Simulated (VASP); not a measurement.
**WC: single point with PBE**

WC:

```
W C
1.0
     2.92095    0.00000    0.00000
    -1.46048    2.52962    0.00000
     0.00000    0.00000    2.84662
W C
1 1
Cartesian
  0.0000 0.0000 0.0000
  1.4605 0.8432 1.4233
```

```json
{"Program": "VASP 6.6.1", "Task": "single point", "Functional": "PBE", "Potentials or basis": "VASP PAW PBE potentials, release 64 (W_sv, C)", "Cutoff": "520 eV", "k mesh": "14 × 14 × 12", "Occupations": "tetrahedron", "Spin": "non-collinear spin, zero start, spin-orbit coupling", "Starting moments": "[[0.0, 0.0, 0.0], [0.0, 0.0, 0.0]] μB"}
```

```yaml
Pressure: 2.2 GPa
Net_moment: 0.00 μB per cell
Valence_electrons_inside_the_program's_atomic_spheres: W 12.15; C 2.42
```

Stress tensor (GPa, compression positive):
```
2.11 0.00 0.00
0.00 2.11 0.00
0.00 0.00 2.37
```

Moments on the atoms (μB; x, y, z):
```
W   0.00 0.00 0.00
C   0.00 0.00 0.00
```

It took 3.1 min on 1 thread of Oxide Virtual Turin-like Processor, on a shared host, peak memory 0.38 GiB.
